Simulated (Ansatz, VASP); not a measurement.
**Two plane-wave programs on Cu**

```xyz
4
Lattice="2.4755 0.0000 0.0000 -1.2378 2.1439 0.0000 0.0000 0.0000 8.1325" Properties=species:S:1:pos:R:3 pbc="T T T"
Cu    0.0000    0.0000    0.0000
Cu    0.0000    1.4292    2.0331
Cu    0.0000    0.0000    4.0663
Cu    1.2378    0.7146    6.0994
```

Alike in both runs: functional PBEsol; dispersion D3(BJ); k mesh 11 × 11 × 3; no spin polarisation.

Ansatz relaxed the structure, and its values are those at the end. VASP's run is a single point on that final structure, the one shown.

|  | VASP | Ansatz |
| --- | --- | --- |
| version | VASP 6.6.1 | Ansatz 0.2.0 |
| potentials or method | VASP PAW PBE potentials, release 64 (Cu), cutoff 600 eV | plane waves, PAW |
| occupations | methfessel-paxton of order 1, width 0.1 eV | methfessel-paxton of order 1 |
| valence electrons in the cell | 44 | 76 |

|  | VASP | Ansatz | Ansatz less VASP |
| --- | --- | --- | --- |
| pressure (GPa) | 0.9 | 0.0 | -0.88 |

VASP's potentials were made for PBE, not for PBEsol. VASP's potentials hold 44 valence electrons a cell and Ansatz's 76, so a difference there can come from the potentials and not from the codes.
